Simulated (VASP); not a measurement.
Write the native input for VASP 6.6.1 that does the following.

* Task: single point
* Functional: PBE
* Potentials or basis: VASP PAW PBE potentials, release 64 (Mg, O)
* Cutoff: 520 eV
* k mesh: 10 × 10 × 10
* Occupations: fermi-dirac, width 0.02 eV
* Spin: no spin polarisation
* Dipole correction: no
* Further INCAR settings: ALGO = Normal; EDIFF = 1e-06; NBANDS = 11

The structure of MgO lies in POSCAR:

```
MgO
1.0
   -0.0525541854      2.1021674158      2.1021674158
    2.1021674158     -0.0525541854      2.1021674158
    2.0496132304      2.0496132304      0.0000000000
Mg O
1 1
Direct
    0.0000000000      0.0000000000      0.0000000000
    0.5000000000      0.5000000000      0.5000000000
```

This cell differs from its parent crystal: shear xy strain -5.0%.

One way to write it, as run:

INCAR

```
SYSTEM = MgO
  PREC = Accurate
  ENCUT = 520
  EDIFF = 1E-6
  ISMEAR = -1
  SIGMA = 0.02
  LREAL = .FALSE.
  LASPH = .TRUE.
  NELM = 80
  ALGO = Normal
  ISIF = 2
  LWAVE = .FALSE.
  LCHARG = .FALSE.
  GGA = PE
  NBANDS = 11
```

KPOINTS

```
regular mesh
0
G
  10 10 10
  0 0 0
```

Potentials or basis: VASP PAW PBE potentials, release 64 (Mg, O).

Run with:

```bash
$ cat potpaw_PBE.64/Mg/POTCAR potpaw_PBE.64/O/POTCAR > POTCAR
$ mpirun -np 1 vasp_std > vasp.out
```

Results of the run:

```json
{"Pressure": "5.0 GPa", "Band gap on the k mesh": "4.56 eV, direct"}
```

Caveat: the cell differs from its parent crystal (shear xy strain -5.0%).

It took 9.6 s on 1 thread of Intel(R) Xeon(R) 6975P-C (Granite Rapids), with other jobs on the host, peak memory 0.17 GiB.
